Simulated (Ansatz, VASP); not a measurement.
## Two plane-wave programs on BP

File INCAR:

```
ALGO = Normal ; EDIFF = 1E-6
ENCUT = 500 ; GGA = PE
GGA_COMPAT = F ; ISIF = 2
ISMEAR = 0 ; LASPH = T
LCHARG = T ; LELF = T
LREAL = F ; LVHAR = T
LWAVE = F ; NBANDS = 11
NELM = 120 ; PREC = Accurate
SIGMA = 0.02
```

The input KPOINTS:

```
k-points
0
Gamma
  10 10 10
```

POSCAR

```
BP
1.0
    0.0000000000      2.2740785275      2.2740785275
    2.2740785275      0.0000000000      2.2740785275
    2.2740785275      2.2740785275      0.0000000000
B P
1 1
Direct
    0.0000000000      0.0000000000      0.0000000000
    0.2500000000      0.2500000000      0.2500000000
```

Input for Ansatz:

```yaml
crystal:
  lattice:
    - [0.0, 2.2740785275, 2.2740785275]
    - [2.2740785275, 0.0, 2.2740785275]
    - [2.2740785275, 2.2740785275, 0.0]
  atoms:
    - { symbol: B, position: [0.0, 0.0, 0.0] }
    - { symbol: P, position: [0.25, 0.25, 0.25] }
basis:
  ecutwfc: 420
kpoints:
  mp_grid: { grid: [10, 10, 10] }
  band_path:
    path:
      - [[0.0, 0.0, 0.0], [-0.5, -0.5, 0.0], [-0.375, -0.375, 0.25]]
      - [[-0.375, 0.0, 0.375], [0.0, 0.0, 0.0], [0.0, 0.0, 0.5], [-0.5, -0.25, 0.25], [-0.5, -0.5, 0.0]]
    npoints: 10
hamiltonian:
  xc: pbe
  pseudopotentials: { kind: paw, azcp: { folder: soft_1 } }
scf:
  occupations: { method: gaussian, width: 0.02 }
  n_extra_bands: 7
output:
  forces: true
  stress: true
  eigenvalues: true
```

Alike in both runs: task single point; functional PBE; k mesh 10 × 10 × 10; occupations gaussian, width 0.02 eV; no spin polarisation.

|  | VASP | Ansatz |
| --- | --- | --- |
| version | VASP 6.6.1 | Ansatz 0.2.0 |
| potentials or method | VASP PAW PBE potentials, release 64 (B, P), cutoff 500 eV | scalar-relativistic, plane waves, PAW |
| valence electrons in the cell | 8 | 8 |

VASP gave:

```
gap on the k mesh at the Fermi level (eV) : 1.25
least direct gap on the mesh (eV)         : 3.39
pressure (GPa)                            : -0.2
```

Problem. Estimate Ansatz's values.

Solution. gap on the k mesh at the Fermi level (eV): 1.25; least direct gap on the mesh (eV): 3.39; pressure (GPa): 0.0.
